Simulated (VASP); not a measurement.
Wanted: the native input for a VASP 6.6.1 run.

```
Task                   : single point
Functional             : PBE
Potentials or basis    : VASP PAW PBE potentials, release 64 (Al, Ga_d, P)
Cutoff                 : 520 eV
k mesh                 : 4 × 2 × 4
Occupations            : gaussian, width 0.1 eV
Spin                   : no spin polarisation
Dipole correction      : no
Further INCAR settings : ALGO = Normal; EDIFF = 1e-06; NBANDS = 56
```

The structure of AlGa2P3 lies in POSCAR:

```
AlGa2P3
1.0
    0.0000000000     -3.8946642240      0.0000000000
    7.7893284480      0.0000000000      0.0000000000
   -1.9473321120      1.9473321120      8.2576619480
Al Ga P
2 4 6
Direct
    0.5000000000      0.2500000000      0.0000000000
    0.5000000000      0.7500000000      0.0000000000
    0.8333252402      0.4166626201      0.6666504804
    0.8333252402      0.9166626201      0.6666504804
    0.1666747598      0.0833373799      0.3333495196
    0.1666747598      0.5833373799      0.3333495196
    0.4170358245      0.4585179122      0.8340716490
    0.4170358245      0.9585179122      0.8340716490
    0.0829641755      0.2914820878      0.1659283510
    0.0829641755      0.7914820878      0.1659283510
    0.7500000000      0.1250000000      0.5000000000
    0.7500000000      0.6250000000      0.5000000000
```

The input as run:

INCAR

```
ALGO = Normal
EDIFF = 1E-6
ENCUT = 520
GGA = PE
ISIF = 2
ISMEAR = 0
LASPH = T
LCHARG = F
LREAL = F
LWAVE = F
NBANDS = 56
NELM = 60
PREC = Accurate
SIGMA = 0.1
```

KPOINTS

```
k-points
0
Gamma
  4 2 4
```

Potentials or basis: VASP PAW PBE potentials, release 64 (Al, Ga_d, P).

The run is started by

```console
$ cat potpaw_PBE.64/Al/POTCAR potpaw_PBE.64/Ga_d/POTCAR potpaw_PBE.64/P/POTCAR > POTCAR
$ mpirun -np 1 vasp_std > vasp.out
```

Results of the run:

The pressure is 0.1 GPa, the largest force is 0.020 eV/Å and the band gap on the k mesh is 1.66 eV.

It took 2.7 min on 1 thread of Intel(R) Xeon(R) Platinum 8488C (Sapphire Rapids) (shared host), peak memory 0.43 GiB.
